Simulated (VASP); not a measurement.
Set up this calculation in VASP 6.6.1, as the native input.

| Property | Result |
| --- | --- |
| Task | single point |
| Functional | r2SCAN |
| Potentials or basis | VASP PAW PBE potentials, release 64 (Zn, S) |
| Cutoff | 520 eV |
| k mesh | 6 × 6 × 4 |
| Occupations | gaussian, width 0.05 eV |
| Spin | no spin polarisation |
| Dipole correction | no |
| Further INCAR settings | ALGO = Normal; EDIFF = 1e-06; NBANDS = 26 |

ZnS:

```
Zn S
1.0
     3.81100    0.00000    0.00000
    -1.90550    3.30042    0.00000
     0.00000    0.00000    6.23400
Zn S
2 2
Direct
  0.17589 0.66667 0.04812
  0.66667 0.33333 0.50000
  0.33333 0.66667 0.38500
  0.66667 0.33333 0.88500
```

This cell differs from its parent crystal: atom 1 (Zn) moved by (-0.600, +0.300) A along x and z.

These files were run (other wordings do the same):

POSCAR

```
ZnS
1.0
    3.8109987816      0.0000000000      0.0000000000
   -1.9054993908      3.3004217586      0.0000000000
    0.0000000000      0.0000000000      6.2340000000
Zn S
2 2
Direct
    0.1758942906      0.6666666667      0.0481231954
    0.6666666667      0.3333333333      0.5000000000
    0.3333333333      0.6666666667      0.3850000000
    0.6666666667      0.3333333333      0.8850000000
```

INCAR.step1

```
SYSTEM = ZnS
  ALGO = Normal
  EDIFF = 1E-4
  ENCUT = 520
  GGA = PE
  ISMEAR = 0
  LASPH = .TRUE.
  LCHARG = .FALSE.
  LREAL = .FALSE.
  LWAVE = .TRUE.
  NBANDS = 26
  NELM = 100
  PREC = Accurate
  SIGMA = 0.05
```

INCAR.step2

```
SYSTEM = ZnS
  ALGO = Normal
  EDIFF = 1E-6
  ENCUT = 520
  ISIF = 2
  ISMEAR = 0
  ISTART = 1
  LASPH = .TRUE.
  LCHARG = .FALSE.
  LMIXTAU = .TRUE.
  LREAL = .FALSE.
  LWAVE = .FALSE.
  METAGGA = R2SCAN
  NBANDS = 26
  NELM = 100
  PREC = Accurate
  SIGMA = 0.05
```

KPOINTS

```
k-points
0
G
  6 6 4
  0 0 0
```

Potentials or basis: VASP PAW PBE potentials, release 64 (Zn, S).

Launch:

```bash
$ cat potpaw_PBE.64/Zn/POTCAR potpaw_PBE.64/S/POTCAR > POTCAR
$ cp INCAR.step1 INCAR
$ mpirun -np 1 vasp_std > vasp.out
$ cp INCAR.step2 INCAR
$ mpirun -np 1 vasp_std > vasp.out
```

It gave:

```json
{
  "Pressure": "5.4 GPa",
  "Largest force": "4.258 eV/Å",
  "Band gap on the k mesh": "2.16 eV"
}
```

Caveat: the cell differs from its parent crystal (atom 1 (Zn) moved by (-0.600, +0.300) A along x and z); the cell stands under pressure; the PAW data sets were made with another functional, which shifts forces and pressure a little.

Wall time 16 min on 1 thread of AMD EPYC 7571 (shared host), peak memory 0.25 GiB.
